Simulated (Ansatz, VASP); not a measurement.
C in VASP and in Ansatz

```
C
1.0
     2.46648    0.00000    0.00000
    -1.23324    2.13604    0.00000
     0.00000    0.00000    4.42272
C
2
Direct
  0.66667 0.33333 0.50000
  0.33333 0.66667 0.50000
```

Alike in both runs: task relaxation of cell and atoms; functional PBE; k mesh 24 × 24 × 12; occupations fermi-dirac, width 0.15 eV; no spin polarisation.

|  | VASP | Ansatz |
| --- | --- | --- |
| version | VASP 6.6.1 | Ansatz 0.2.0 |
| potentials or method | VASP PAW PBE potentials, release 64 (C), cutoff 600 eV | scalar-relativistic, plane waves, PAW |
| valence electrons in the cell | 8 | 8 |

```csv
,VASP,Ansatz,Ansatz less VASP
"gap on the k mesh at the Fermi level, each at its own relaxed structure (eV)",none,none,-
relaxed volume (Å³/atom),10.92,11.91,+0.994
relaxed length of the cell vector where the two differ most in proportion (Å),4.144,4.522,+0.3777
```

A gap of «none» marks a metal or a gap that the smearing closes. One of these differences is far larger than is usual between the two programs; its cause wasn't traced.
